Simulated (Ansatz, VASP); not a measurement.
# FeS2: VASP beside Ansatz

Contents of INCAR:

```
SYSTEM = FeS2
PREC     = Accurate       ! precision mode
ENCUT    = 600            ! plane-wave cutoff, eV
EDIFF    = 1E-6           ! SCF threshold, eV
ISMEAR   = -1             ! smearing method
SIGMA    = 0.05           ! smearing width, eV
LREAL    = .FALSE.        ! projectors in reciprocal space
LASPH    = .TRUE.         ! aspherical terms in the spheres
NELM     = 200            ! most SCF steps
ALGO     = Normal         ! electronic algorithm
ISIF     = 2              ! what is computed and relaxed
LWAVE    = .FALSE.        ! write WAVECAR
LCHARG   = .FALSE.        ! write CHGCAR
ISPIN    = 2              ! spin polarisation
MAGMOM   = 4 4 4 4 0 0 0 0 0 0 0 0 ! initial moments
LORBIT   = 11             ! projections on sites
LMAXMIX  = 4              ! l up to which the mixer works
LDAU     = .TRUE.         ! DFT+U
LDAUTYPE = 2            
LDAUL    = 2 -1           ! shell
LDAUU    = 5.3 0          ! U, eV
LDAUJ    = 0 0          
LDAUPRINT= 1            
GGA      = PE             ! functional
NBANDS   = 56             ! bands
ISYM     = 0            
GGA_COMPAT= .FALSE.
```

Contents of KPOINTS:

```
Automatic mesh
0
G
  3 3 3
  0 0 0
```

The input POSCAR:

```
FeS2
1.0
    5.3825000000      0.0000000000      0.0000000000
    0.0000000000      5.3825000000      0.0000000000
    0.0000000000      0.0000000000      5.3825000000
Fe S
4 8
Direct
    0.0000000000      0.0000000000      0.0000000000
    0.5000000000      0.0000000000      0.5000000000
    0.5000000000      0.5000000000      0.0000000000
    0.0000000000      0.5000000000      0.5000000000
    0.3849000000      0.3849000000      0.3849000000
    0.1151000000      0.6151000000      0.8849000000
    0.8849000000      0.1151000000      0.6151000000
    0.6151000000      0.8849000000      0.1151000000
    0.6151000000      0.6151000000      0.6151000000
    0.8849000000      0.3849000000      0.1151000000
    0.1151000000      0.8849000000      0.3849000000
    0.3849000000      0.1151000000      0.8849000000
```

Input for Ansatz:

```yaml
crystal:
  lattice:
    - [5.3825, 0.0, 0.0]
    - [0.0, 5.3825, 0.0]
    - [0.0, 0.0, 5.3825]
  atoms:
    - { symbol: Fe, position: [0.0, 0.0, 0.0], spin: 4.0 }
    - { symbol: Fe, position: [0.5, 0.0, 0.5], spin: 4.0 }
    - { symbol: Fe, position: [0.5, 0.5, 0.0], spin: 4.0 }
    - { symbol: Fe, position: [0.0, 0.5, 0.5], spin: 4.0 }
    - { symbol: S, position: [0.3849, 0.3849, 0.3849] }
    - { symbol: S, position: [0.1151, 0.6151, 0.8849] }
    - { symbol: S, position: [0.8849, 0.1151, 0.6151] }
    - { symbol: S, position: [0.6151, 0.8849, 0.1151] }
    - { symbol: S, position: [0.6151, 0.6151, 0.6151] }
    - { symbol: S, position: [0.8849, 0.3849, 0.1151] }
    - { symbol: S, position: [0.1151, 0.8849, 0.3849] }
    - { symbol: S, position: [0.3849, 0.1151, 0.8849] }
  symmetry: { detect: false, time_reversal: true }
magnetization:
  spin_polarized: true
hamiltonian:
  xc: pbe
  pseudopotentials: { kind: paw }
  hubbard: { sites: [{ species: Fe, l: d, u_eff: 5.3 }] }
basis:
  ecutwfc: 420
kpoints:
  mp_grid: { grid: [3, 3, 3] }
scf:
  occupations: { method: fermi_dirac, width: 0.05 }
  lower_state_search: "off"
output:
  forces: true
  stress: true
```

Alike in both runs: task single point; functional PBE; k mesh 3 × 3 × 3; occupations fermi-dirac, width 0.05 eV; collinear spin; Hubbard terms Fe d U = 5.3 eV.

```csv
,VASP,Ansatz
version,VASP 6.6.1,Ansatz 0.2.0
potentials or method,"VASP PAW PBE potentials, release 64 (Fe, S), cutoff 600 eV","PAW, plane waves, scalar-relativistic"
valence electrons in the cell,80,112
```

|  | VASP | Ansatz | Ansatz less VASP |
| --- | --- | --- | --- |
| pressure (GPa) | 26.3 | 29.4 | +3.02 |
| rms of the force components (eV/Å) | 0.364 | 0.404 | +0.0404 |
| net moment per atom (μB) | 0.66 | 0.66 | -0.001 |
| size of the moment on the site where the two differ most (μB) | 2.29 | 2.10 | -0.190 |

Site moments also hang on the region over which each program counts them. The programs project onto different local orbitals, so the same U acts differently, and such runs can settle in different states. Atom by atom the forces differ by 0.040 eV/Å (rms over components). VASP's potentials hold 80 valence electrons a cell and Ansatz's 112, so a difference there can come from the potentials and not from the codes. Ansatz's warnings: filled band counts differ across k points.

The k mesh is coarse, so the values compare programs but aren't converged.
